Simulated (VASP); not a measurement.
# Rh (P6_3/mmc) in VASP: notebook, part 2 of 2

VASP 6.6.1. The steps go on from the part before.

## (3) Single point, PBEsol+D3(BJ)

This run uses another cell than the first one, of 12.99 Å³/atom.

Contents of INCAR:

```
SYSTEM = Rh
PREC = Accurate
ENCUT = 520
EDIFF = 1E-6
ISMEAR = -1
SIGMA = 0.15
LREAL = .False.
LASPH = .True.
NELM = 100
ALGO = Normal
ISIF = 2
LWAVE = .False.
LCHARG = .False.
GGA = PS
IVDW = 12
NBANDS = 38
```

Contents of KPOINTS:

```
regular mesh
0
Gamma
  10 10 3
  0 0 0
```

Contents of POSCAR:

```
Rh
1.0
    2.6376557609      0.0000000000      0.0000000000
   -1.3188278805      2.2842768954      0.0000000000
    0.0000000000      0.0000000000      8.6216641542
Rh
4
Direct
    0.0000000000      0.0000000000      0.0000000000
    0.3333333333      0.6666666667      0.2500000000
    0.0000000000      0.0000000000      0.5000000000
    0.6666666667      0.3333333333      0.7500000000
```

Potentials or basis: VASP PAW PBE potentials, release 64 (Rh_pv).

On the command line:

```sh
$ cat potpaw_PBE.64/Rh_pv/POTCAR > POTCAR
$ mpirun -np 1 vasp_std > vasp.out
```

OUTCAR:

```text
SYSTEM = Rh
   PREC = Accurate
   ENCUT = 520
   EDIFF = 1E-6
   ISMEAR = -1
   LREAL = .False.
   LASPH = .True.
   NELM = 100
   ISIF = 2
   GGA = PS
   IVDW = 12
 IVDW          = 12

 ion  position               nearest neighbor table
   1  0.000  0.000  0.000-   2 2.64   4 2.64   4 2.64   2 2.64   4 2.64   2 2.64
   2  0.333  0.667  0.250-   1 2.64   3 2.64   1 2.64   3 2.64   1 2.64   3 2.64
   3  0.000  0.000  0.500-   2 2.64   4 2.64   4 2.64   2 2.64   4 2.64   2 2.64
   4  0.667  0.333  0.750-   1 2.64   3 2.64   1 2.64   3 2.64   1 2.64   3 2.64

  LATTYP: Found a hexagonal cell.
 ALAT       =     2.6376557609
 C/A-ratio  =     3.2686843681

  Lattice vectors:

 A1 = (   2.6376557609,   0.0000000000,   0.0000000000)
 A2 = (  -1.3188278805,   2.2842768954,   0.0000000000)
 A3 = (   0.0000000000,   0.0000000000,   8.6216641542)

Analysis of symmetry for initial positions (statically):
=====================================================================
 Subroutine PRICEL returns:
 Original cell was already a primitive cell.

 Routine SETGRP: Setting up the symmetry group for a
 hexagonal supercell.

 Subroutine GETGRP returns: Found 24 space group operations
 (whereof 12 operations were pure point group operations)
[... 174 lines left out ...]
 fundamental gap:      0.0190269590
 Fermi energy:        12.8636943887

 k-point     1 :       0.0000    0.0000    0.0000
  band No.  band energies     occupation
      1     -34.4753      2.00000
      2     -34.0418      2.00000
      3     -34.0331      2.00000
      4     -33.7092      2.00000
      5     -33.7092      2.00000
      6     -33.6566      2.00000
[... 973 lines left out ...]
     37      22.5636      0.00000
     38      22.5966      0.00000

 [... further k-points ...]

------------------------ aborting loop because EDIFF is reached ----------------------------------------

 Edisp (eV)   -2.57693

 E8    (eV) :    -1.7358

  FORCE on cell =-STRESS in cart. coord.  units (eV):
  Direction    XX          YY          ZZ          XY          YZ          ZX
  --------------------------------------------------------------------------------------
  -------------------------------------------------------------------------------------
  Total       1.92110     1.92110     1.92403    -0.00000     0.00000    -0.00000
  in kB      59.25181    59.25181    59.34228    -0.00000     0.00000    -0.00000
  external pressure =       59.28 kB  Pullay stress =        0.00 kB

 VOLUME and BASIS-vectors are now :
 -----------------------------------------------------------------------------
  energy-cutoff  :      520.00
  volume of cell :       51.95
      direct lattice vectors                 reciprocal lattice vectors
     2.637655761  0.000000000  0.000000000     0.379124530  0.218887649  0.000000000
    -1.318827880  2.284276895  0.000000000     0.000000000  0.437775299  0.000000000
     0.000000000  0.000000000  8.621664154     0.000000000  0.000000000  0.115986889

 POSITION                                       TOTAL-FORCE (eV/Angst)
 -----------------------------------------------------------------------------------
      0.00000      0.00000      0.00000         0.000000      0.000000      0.000000
     -0.00000      1.52285      2.15542        -0.000000      0.000000      0.000000
      0.00000      0.00000      4.31083         0.000000      0.000000      0.000000
      1.31883      0.76143      6.46625        -0.000000     -0.000000     -0.000000
 -----------------------------------------------------------------------------------
    total drift:                                0.000000     -0.000000      0.000000

  FREE ENERGIE OF THE ION-ELECTRON SYSTEM (eV)
  ---------------------------------------------------
  free  energy   TOTEN  =       -35.1852652716 eV

  energy  without entropy=      -34.8092444789  energy(sigma->0) =      -34.99725488
```

It took 22 s on 1 thread of Intel Xeon 6975P-C (Granite Rapids), shared host; peak memory 0.19 GiB.

Results:

```yaml
Free_energy: -35.1853 eV
Pressure: 5.9 GPa
Band_gap_on_the_k_mesh: zero (bands 30 and 31 overlap by 2.05 eV)
Dispersion_energy_per_atom: -0.644 eV
```

Levels at points of the mesh, in eV from the Fermi level:
```tsv
k point	band 26	band 27	band 28	band 29	band 30	band 31	band 32	band 33
(0.00, 0.00, 0.00)	-2.90	-2.90	-1.58	-1.58	-0.93	-0.93	-0.37	-0.37
(0.50, 0.00, 0.00)	0.61	0.63	0.67	0.75	0.93	0.93	0.97	1.14
```

Caveat: the cell stands under pressure; the PAW data sets were made with another functional, which shifts forces and pressure a little.

## (4) Single point, PBEsol+D3(BJ)

This run uses another cell than the first one, of 12.91 Å³/atom.

Contents of INCAR:

```
SYSTEM = Rh
ALGO     = Normal         ! electronic algorithm
EDIFF    = 1E-6           ! SCF threshold, eV
ENCUT    = 520            ! plane-wave cutoff, eV
GGA      = PS             ! functional
ISIF     = 2              ! what is computed and relaxed
ISMEAR   = -1             ! smearing method
IVDW     = 12             ! dispersion correction
LASPH    = .TRUE.         ! aspherical terms in the spheres
LCHARG   = .FALSE.        ! write CHGCAR
LREAL    = .FALSE.        ! projectors in reciprocal space
LWAVE    = .FALSE.        ! write WAVECAR
NBANDS   = 38             ! bands
NELM     = 60             ! most SCF steps
PREC     = Accurate       ! precision mode
SIGMA    = 0.15           ! smearing width, eV
```

Contents of KPOINTS:

```
k-points
0
G
  10 10 3
  0 0 0
```

Contents of POSCAR:

```
Rh
1.0
    2.6325691495      0.0000000000      0.0000000000
   -1.3162845748      2.2798717607      0.0000000000
    0.0000000000      0.0000000000      8.6054331450
Rh
4
Direct
    0.0000000000      0.0000000000      0.0000000000
    0.3333333333      0.6666666667      0.2500000000
    0.0000000000      0.0000000000      0.5000000000
    0.6666666667      0.3333333333      0.7500000000
```

On the command line:

```sh
$ cat potpaw_PBE.64/Rh_pv/POTCAR > POTCAR
$ mpirun -np 1 vasp_std > vasp.out
```

Wall time 23 s (1 thread of Intel Xeon 6975P-C (Granite Rapids), shared host); peak memory 0.19 GiB.

Results (log left out):

| Property | Result |
| --- | --- |
| Free energy | -35.1721 eV |
| Pressure | 7.9 GPa |
| Band gap on the k mesh | zero (bands 30 and 31 overlap by 2.07 eV) |
| Dispersion energy per atom | -0.648 eV |

Levels at points of the mesh, in eV from the Fermi level:
| k point | band 27 | band 28 | band 29 | band 30 | band 31 | band 32 |
| --- | --- | --- | --- | --- | --- | --- |
| (0.00, 0.00, 0.00) | -2.92 | -1.59 | -1.59 | -0.94 | -0.94 | -0.38 |
| (0.50, 0.00, 0.00) | 0.63 | 0.67 | 0.75 | 0.94 | 0.94 | 0.98 |

Caveat: the cell stands under pressure; the PAW data sets were made with another functional, which shifts forces and pressure a little.

## (5) Single point, PBEsol+D3(BJ)

This run uses another cell than the first one, of 13.07 Å³/atom.

Contents of INCAR:

```
SYSTEM = Rh
PREC = Accurate ; ENCUT = 520
EDIFF = 1E-6 ; ISMEAR = -1
SIGMA = 0.15 ; LREAL = .False.
LASPH = .True. ; NELM = 60
ALGO = Normal ; ISIF = 2
LWAVE = .False. ; LCHARG = .False.
GGA = PS ; IVDW = 12
NBANDS = 38
```

Contents of KPOINTS:

```
regular mesh
0
Gamma
  10 10 3
  0 0 0
```

Contents of POSCAR:

```
Rh
1.0
    2.6430141242      0.0000000000      0.0000000000
   -1.3215070621      2.2889173741      0.0000000000
    0.0000000000      0.0000000000      8.6387102026
Rh
4
Direct
    0.0000000000      0.0000000000      0.0000000000
    0.3333333333      0.6666666667      0.2500000000
    0.0000000000      0.0000000000      0.5000000000
    0.6666666667      0.3333333333      0.7500000000
```

On the command line:

```sh
$ cat potpaw_PBE.64/Rh_pv/POTCAR > POTCAR
$ mpirun -np 1 vasp_std > vasp.out
```

It took 24 s on 1 thread of Intel Xeon 6975P-C (Granite Rapids), shared host; peak memory 0.19 GiB.

Results (log left out):

```
Free energy                : -35.1952 eV
Pressure                   : 3.9 GPa
Band gap on the k mesh     : zero (bands 30 and 31 overlap by 2.03 eV)
Dispersion energy per atom : -0.640 eV
```

Levels at points of the mesh, in eV from the Fermi level:
```csv
k point,band 25,band 26,band 27,band 28,band 29,band 30,band 31,band 32,band 33,band 34
"(0.00, 0.00, 0.00)",-2.99,-2.87,-2.87,-1.56,-1.56,-0.92,-0.92,-0.37,-0.37,0.47
"(0.50, 0.00, 0.00)",-1.69,0.61,0.62,0.66,0.74,0.92,0.92,0.96,1.14,2.23
```

Caveat: the cell stands under pressure; the PAW data sets were made with another functional, which shifts forces and pressure a little.

## (6) The runs side by side

| task | cell | cutoff (eV) | gap on the mesh (eV) | pressure (GPa) |
| --- | --- | --- | --- | --- |
| relaxation of cell and atoms | relaxed to 8 GPa from a = 2.692, b = 2.692, c = 8.798 Å, angles 90.0, 90.0, 120.0°, 4 atoms | 600 | none | 8.0 |
| single point | a = 2.638, b = 2.638, c = 8.622 Å, angles 90.0, 90.0, 120.0°, 4 atoms | 520 | none | 5.9 |
| single point | a = 2.633, b = 2.633, c = 8.605 Å, angles 90.0, 90.0, 120.0°, 4 atoms | 520 | none | 7.9 |
| single point | a = 2.643, b = 2.643, c = 8.639 Å, angles 90.0, 90.0, 120.0°, 4 atoms | 520 | none | 3.9 |

Alike in all rows: level PBEsol+D3(BJ); potentials or basis VASP PAW PBE potentials, release 64 (Rh_pv); no spin polarisation; k mesh 10 × 10 × 3; smearing fermi-dirac 0.15 eV.

Caveats: the PAW data sets were made with another functional, which shifts forces and pressure a little; the cell stands under pressure (at least some runs); the cell is relaxed towards a set pressure, so the run minimises the enthalpy, not the energy (at least some runs).

Total energies depend on the potentials used, so only differences within one code and one set of settings carry meaning.
